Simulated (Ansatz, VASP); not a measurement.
One calculation of Al2Si, two programs

```
CELL_PARAMETERS angstrom
1.74208 -5.33378 0.00000
1.74208 5.33378 0.00000
0.00000 0.00000 2.75792
ATOMIC_POSITIONS crystal
Al 0.14623 0.85377 0.00000
Al 0.85377 0.14623 0.00000
Si 0.50000 0.50000 0.50000
```

Alike in both runs: functional PBE; k mesh 14 × 14 × 16; occupations gaussian, width 0.1 eV; no spin polarisation.

Ansatz relaxed the structure, and its values are those at the end. VASP's run is a single point on that final structure, the one shown.

|  | VASP | Ansatz |
| --- | --- | --- |
| version | VASP 6.6.1 | Ansatz 0.2.0 |
| potentials or method | VASP PAW PBE potentials, release 64 (Al, Si), cutoff 520 eV | scalar-relativistic, plane waves, PAW |
| valence electrons in the cell | 10 | 10 |

VASP gave:

```
gap on the k mesh at the Fermi level (eV) : none
pressure (GPa)                            : -0.1
```

Task: Estimate Ansatz's values.

Result: gap on the k mesh at the Fermi level (eV): none; pressure (GPa): 0.0.

A gap of «none» marks a metal or a gap that the smearing closes. The functional is the same, so the differences come from potentials, cutoffs and numerics.
